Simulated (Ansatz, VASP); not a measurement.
**Two plane-wave programs on C**

```
C
1.0
     1.22844   -2.30516    0.00000
     1.22844    2.30516    0.00000
     0.00000    0.00000    9.39636
C
4
Direct
  0.08333 0.91667 0.75030
  0.58333 0.41667 0.24970
  0.91667 0.08333 0.24970
  0.41667 0.58333 0.75030
```

Change from the starting cell: volume 13.304 Å^3 an atom, stretch along a over the lengths across it, relative to the relaxed cell 0.9230.

Alike in both runs: task single point; functional PBE; k mesh 21 × 21 × 6; occupations gaussian, width 0.15 eV; no spin polarisation.

|  | VASP | Ansatz |
| --- | --- | --- |
| version | VASP 6.6.1 | Ansatz 0.2.0 |
| potentials or method | VASP PAW PBE potentials, release 64 (C), cutoff 520 eV | scalar-relativistic, plane waves, PAW |
| valence electrons in the cell | 16 | 16 |

Ansatz gave:

| Property | Result |
| --- | --- |
| gap on the k mesh at the Fermi level (eV) | 0.65 |
| least direct gap on the mesh (eV) | 0.65 |
| pressure (GPa) | -17.2 |
| traceless stress, the component that is largest in VASP (GPa) | -30.03 |
| rms of the force components (eV/Å) | 0.039 |

Problem. What did VASP give for the same quantities?

Solution. gap on the k mesh at the Fermi level (eV): 0.65; least direct gap on the mesh (eV): 0.65; pressure (GPa): -17.0; traceless stress, the component that is largest in VASP (GPa): -29.96; rms of the force components (eV/Å): 0.052.

Atom by atom the forces differ by 0.013 eV/Å (rms over components). The functional is the same, so the differences come from potentials, cutoffs and numerics.
